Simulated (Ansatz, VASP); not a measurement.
**KMgF3 in VASP and in Ansatz**

```
CELL_PARAMETERS angstrom
3.81475 0.00000 0.00000
0.00000 3.81475 0.00000
0.00000 0.00000 3.81475
ATOMIC_POSITIONS crystal
K 0.50000 0.50000 0.50000
Mg 0.00000 0.00000 0.00000
F 0.50000 0.00000 0.00000
F 0.00000 0.50000 0.00000
F 0.00000 0.00000 0.50000
```

Alike in both runs: task single point; functional r2SCAN; k mesh 6 × 6 × 6; occupations gaussian, width 0.02 eV; no spin polarisation.

```csv
,VASP,Ansatz
version,VASP 6.6.1,Ansatz 0.2.0
potentials or method,"VASP PAW PBE potentials, release 64 (K_sv, Mg, F), cutoff 520 eV","scalar-relativistic, plane waves, PAW"
valence electrons in the cell,32,40
```

```csv
,VASP,Ansatz,Ansatz less VASP
gap on the k mesh at the Fermi level (eV),9.38,9.39,+0.016
least direct gap on the mesh (eV),9.69,9.70,+0.007
pressure (GPa),12.8,13.3,+0.54
```

VASP's potentials were made for PBE, not for r2SCAN. The functional is the same, so the differences come from potentials, cutoffs and numerics. VASP's potentials hold 32 valence electrons a cell and Ansatz's 40, so a difference there can come from the potentials and not from the codes.
